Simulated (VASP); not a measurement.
A run of VASP 6.6.1 is set up as follows.

INCAR

```
PREC     = Accurate       # precision mode
ENCUT    = 600            # plane-wave cutoff, eV
EDIFF    = 1E-6           # SCF threshold, eV
ISMEAR   = 0              # smearing method
SIGMA    = 0.01           # smearing width, eV
LREAL    = F              # projectors in reciprocal space
LASPH    = T              # aspherical terms in the spheres
NELM     = 100            # most SCF steps
ALGO     = Normal         # electronic algorithm
ISIF     = 3              # what is computed and relaxed
LWAVE    = F              # write WAVECAR
LCHARG   = F              # write CHGCAR
IBRION   = 2              # ionic algorithm
NSW      = 80             # ionic steps
EDIFFG   = -0.001         # ionic threshold
```

KPOINTS

```
regular mesh
0
Gamma
  10 10 10
```

File POSCAR:

```
PbC2
1.0
   -1.9994863295      1.9994863295      3.3076665429
    1.9994863295     -1.9994863295      3.3076665429
    1.9994863295      1.9994863295     -3.3076665429
Pb C
1 2
Direct
    0.0000000000      0.0000000000      0.0000000000
    0.5952001763      0.5952001763      0.0000000000
    0.4047998237      0.4047998237      0.0000000000
```

Potentials or basis: VASP PAW LDA potentials, release 64 (Pb_d, C).

Run with:

```console
$ cat potpaw_LDA.64/Pb_d/POTCAR potpaw_LDA.64/C/POTCAR > POTCAR
$ mpirun -np 1 vasp_std > vasp.out
```

**Question.** Predict the space group after relaxing (to 0.05 Å).

**Answer.** I4/mmm (No. 139).

**Question.** What does it give for the band gap on the k mesh?

**Answer.** 1.58 eV, indirect (least direct gap 2.23 eV).

**Question.** Estimate the relaxed volume.

**Answer.** 17.65 Å³/atom.

**Question.** Predict the relaxed cell.

**Answer.** a = 4.353 Å, b = 4.353 Å, c = 4.353 Å, α = 125.28°, β = 125.28°, γ = 81.07°.

Final structure:
```cif
data_structure
_symmetry_space_group_name_H-M 'P 1'
_symmetry_Int_Tables_number 1
_cell_length_a 4.3532
_cell_length_b 4.3532
_cell_length_c 4.3532
_cell_angle_alpha 125.284
_cell_angle_beta 125.284
_cell_angle_gamma 81.068
_cell_volume 52.96
loop_
_atom_site_label
_atom_site_type_symbol
_atom_site_fract_x
_atom_site_fract_y
_atom_site_fract_z
_atom_site_occupancy
Pb1 Pb 0.00000 0.00000 0.00000 1
C1 C 0.59526 0.59526 0.00000 1
C2 C 0.40474 0.40474 0.00000 1
```

Caveat: spin-orbit coupling is left out, which moves the levels of the heavy elements. A k mesh can miss the band edges.
